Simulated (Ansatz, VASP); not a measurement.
# LaNb2O2: VASP beside Ansatz

```
CELL_PARAMETERS angstrom
4.03739 0.00000 0.00000
0.00000 4.03739 0.00000
0.00000 0.00000 5.47660
ATOMIC_POSITIONS crystal
La 0.00000 0.00000 0.00000
Nb 0.00000 0.50000 0.50000
Nb 0.50000 0.00000 0.50000
O 0.50000 0.50000 0.24000
O 0.50000 0.50000 0.76000
```

Change from the starting cell: species swapped into the CeMg2Si2 type (P4/mmm, No. 123).

Alike in both runs: task single point; functional PBE; k mesh 4 × 4 × 4; occupations gaussian, width 0.1 eV; no spin polarisation.

|  | VASP | Ansatz |
| --- | --- | --- |
| version | VASP 6.6.1 | Ansatz 0.2.0 |
| potentials or method | VASP PAW PBE potentials, release 64 (La, Nb_sv, O), cutoff 520 eV | scalar-relativistic, plane waves, PAW |
| valence electrons in the cell | 49 | 49 |

Ansatz gave:

- gap on the k mesh at the Fermi level (eV): none
- pressure (GPa): -16.7
- traceless stress, the component that is largest in VASP (GPa): 7.14
- rms of the force components (eV/Å): 0.868

**Question.** What did VASP give for the same quantities?

**Answer.** gap on the k mesh at the Fermi level (eV): none; pressure (GPa): -16.9; traceless stress, the component that is largest in VASP (GPa): 7.15; rms of the force components (eV/Å): 0.869.

Atom by atom the forces differ by 0.000 eV/Å (rms over components). A gap of «none» marks a metal or a gap that the smearing closes.

The k mesh is coarse, so the values compare programs but aren't converged. Spin-orbit coupling is off throughout.
